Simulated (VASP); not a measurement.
# MnSb: single point with PBE+U

The system is MnSb.

```
CELL_PARAMETERS angstrom
4.36640 0.00000 0.00000
-2.18320 3.78141 0.00000
0.00000 0.00000 6.30054
ATOMIC_POSITIONS crystal
Sb 0.66667 0.33333 0.75000
Sb 0.33333 0.66667 0.25000
Mn 0.00000 0.00000 0.50000
Mn 0.00000 0.00000 0.00000
```

| Quantity | Value |
| --- | --- |
| Program | VASP 6.6.1 |
| Task | single point |
| Functional | PBE |
| Potentials or basis | VASP PAW PBE potentials, release 64 (Sb, Mn_pv) |
| Cutoff | 520 eV |
| k mesh | 7 × 7 × 5 |
| Occupations | fermi-dirac, width 0.05 eV |
| Spin | collinear spin, ferromagnetic start |
| Starting moments | [0.0, 0.0, 4.0, 4.0] μB |
| Hubbard terms | Mn d U = 7.0 eV |
| Dipole correction | no |
| Further INCAR settings | ALGO = Normal; EDIFF = 1e-06; NBANDS = 30 |

| Quantity | Value |
| --- | --- |
| Pressure | -0.6 GPa |
| Net moment | 8.40 μB per cell |
| Site moments | Sb -0.27; Mn +4.57 μB |
| Valence electrons inside the program's atomic spheres | Sb 2.44; Mn 11.29 |

Stress tensor (GPa, compression positive):
```
-0.69  0.00  0.00
 0.00 -0.69  0.00
 0.00  0.00 -0.31
```

Levels at points of the mesh, in eV from the Fermi level:
Spin up:
```
           k point  band 18  band 19  band 20  band 21  band 22  band 23  band 24  band 25  band 26  band 27
(0.00, 0.00, 0.00)    -6.03    -3.77     0.48     0.48     1.04     1.04     2.07     2.22     2.61     5.20
```
Spin down:
```csv
k point,band 10,band 11,band 12,band 13,band 14,band 15,band 16,band 17,band 18,band 19
"(0.00, 0.00, 0.00)",-1.11,-1.11,0.31,0.31,1.46,1.66,2.53,2.53,2.88,2.91
```

Eigenvalues of the final occupation matrices:
```csv
site,spin,trace,eigenvalues
site 3 d,1,4.68,0.93 0.93 0.94 0.94 0.94
site 3 d,2,0.18,0.01 0.01 0.02 0.07 0.07
site 4 d,1,4.68,0.93 0.93 0.94 0.94 0.94
site 4 d,2,0.18,0.01 0.01 0.02 0.07 0.07
```

Wall time 2.2 min on 1 thread of Intel Xeon 8259CL (shared host), peak memory 0.31 GiB.

Caveat: spin-orbit coupling is left out, which moves the levels of the heavy elements; the run started ferromagnetic, and an antiferromagnetic order may lie lower in energy; the U is typed as a test and isn't derived for this compound. The state reached can hang on the start; a lower one may exist.
